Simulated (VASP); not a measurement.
A run of VASP 6.6.1:

INCAR

```
ALGO = Normal ; EDIFF = 1E-8
ENCUT = 520 ; GGA = PS
ISIF = 2 ; ISMEAR = -1
LASPH = T ; LCHARG = F
LEFG = T ; LREAL = F
LWAVE = F ; NBANDS = 20
NELM = 100 ; PREC = Accurate
SIGMA = 0.05
```

File KPOINTS:

```
k-points
0
Gamma
  11 11 11
```

Contents of POSCAR:

```
Y2C
1.0
    1.8479658936      1.0669236061      6.1054415807
   -1.8479658936      1.0669236061      6.1054415807
    0.0000000000     -2.1338472122      6.1054415807
Y C
2 1
Direct
    0.2579300000      0.2579300000      0.2579300000
    0.7420700000      0.7420700000      0.7420700000
    0.0000000000      0.0000000000      0.0000000000
```

Potentials or basis: VASP PAW PBE potentials, release 64 (Y_sv, C).

Command:

```console
$ cat potpaw_PBE.64/Y_sv/POTCAR potpaw_PBE.64/C/POTCAR > POTCAR
$ mpirun -np 1 vasp_std > vasp.out
```

Hardware: 1 thread of Intel(R) Xeon(R) Platinum 8488C (Sapphire Rapids), with other jobs on the host.

Task: Estimate the wall time of this run.

Result: Run time: 7.7 min on 1 thread of Intel(R) Xeon(R) Platinum 8488C (Sapphire Rapids) (shared host), peak memory 0.47 GiB. Counts: scf iterations 19, k points 146.
